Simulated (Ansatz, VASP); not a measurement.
**Hg in VASP and in Ansatz**

```
CELL_PARAMETERS angstrom
3.29630 0.00000 0.00000
-1.64815 2.85468 0.00000
0.00000 0.00000 4.81040
ATOMIC_POSITIONS crystal
Hg 0.66667 0.33333 0.75000
Hg 0.33333 0.66667 0.25000
```

Alike in both runs: task single point; functional PBE; dispersion D3(BJ); k mesh 15 × 15 × 8; occupations gaussian, width 0.15 eV; no spin polarisation.

```csv
,VASP,Ansatz
version,VASP 6.6.1,Ansatz 0.2.0
potentials or method,"VASP PAW PBE potentials, release 64 (Hg), cutoff 520 eV","scalar-relativistic, plane waves, PAW"
valence electrons in the cell,24,40
```

```tsv
	VASP	Ansatz	Ansatz less VASP
gap on the k mesh at the Fermi level (eV)	none	none	-
pressure (GPa)	4.4	4.0	-0.42
traceless stress, the component that is largest in VASP (GPa)	0.33	0.17	-0.154
```

A gap of «none» marks a metal or a gap that the smearing closes. VASP's potentials hold 24 valence electrons a cell and Ansatz's 40, so a difference there can come from the potentials and not from the codes.

Spin-orbit coupling is off throughout.
